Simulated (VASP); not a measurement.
Te2Pb, 3 atoms in the cell. Symmetry: R-3m, No. 166, trigonal system. Conventional cell: a = 4.347 Å, b = 4.347 Å, c = 18.713 Å, α = 90.00°, β = 90.00°, γ = 120.00°. Pb (site symmetry -3m) has 8 Te at 3.19 to 4.27 Å and 6 Pb at 4.35 Å within 4.4 Å. Within 4.4 Å of Te (site symmetry 3m) lie 4 Pb at 3.19 to 4.27 Å and 9 Te at 3.41 to 4.35 Å. 

* Program: VASP 6.6.1
* Task: single point
* Functional: PBE
* Potentials or basis: VASP PAW PBE potentials, release 64 (Pb_d, Te)
* Cutoff: 520 eV
* k mesh: 10 × 10 × 10
* Occupations: gaussian, width 0.05 eV
* Spin: no spin polarisation
* Dipole correction: no
* Further INCAR settings: ALGO = Normal; EDIFF = 1e-06; NBANDS = 20

Potentials or basis: VASP PAW PBE potentials, release 64 (Pb_d, Te).

Run with:

```console
$ cat potpaw_PBE.64/Pb_d/POTCAR potpaw_PBE.64/Te/POTCAR > POTCAR
$ mpirun -np 1 vasp_std > vasp.out
```

Hardware: 1 thread of AMD EPYC 9R45 96-Core Processor (Zen 5), on a shared host.

Question: Estimate the wall time of this run.

Answer: Wall time 4.3 min on 1 thread of AMD EPYC 9R45 96-Core Processor (Zen 5), with other jobs on the host, peak memory 0.47 GiB. Counts: scf iterations 12, k points 116.
